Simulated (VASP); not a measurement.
Here is a VASP 6.6.1 calculation.

INCAR

```
PREC = Accurate
ENCUT = 600
EDIFF = 1E-6
ISMEAR = 0
SIGMA = 0.1
LREAL = False
LASPH = True
NELM = 120
ALGO = Normal
ISIF = 2
LWAVE = False
LCHARG = False
GGA = CA
NBANDS = 28
GGA_COMPAT = False
```

The input KPOINTS:

```
Automatic mesh
0
Gamma
  4 4 4
```

The input POSCAR:

```
SrTiO3
1.0
    3.9127013100      0.0000000000      0.0000000000
    0.0000000000      3.9127013100      0.0000000000
    0.0000000000      0.0000000000      3.9127013100
Sr Ti O
1 1 3
Direct
    0.0000000000      0.0000000000      0.0000000000
    0.5000000000      0.5000000000      0.5000000000
    0.5000000000      0.0000000000      0.5000000000
    0.5000000000      0.5000000000      0.0000000000
    0.0000000000      0.5000000000      0.5000000000
```

Potentials or basis: VASP PAW LDA potentials, release 64 (Sr_sv, Ti_sv, O).

Command:

```bash
$ cat potpaw_LDA.64/Sr_sv/POTCAR potpaw_LDA.64/Ti_sv/POTCAR potpaw_LDA.64/O/POTCAR > POTCAR
$ mpirun -np 1 vasp_std > vasp.out
```

(1) Predict the pressure.

(2) Predict the band gap on the k mesh.

## Answers

(1) -7.5 GPa.

(2) 1.72 eV, indirect (least direct gap 2.08 eV).
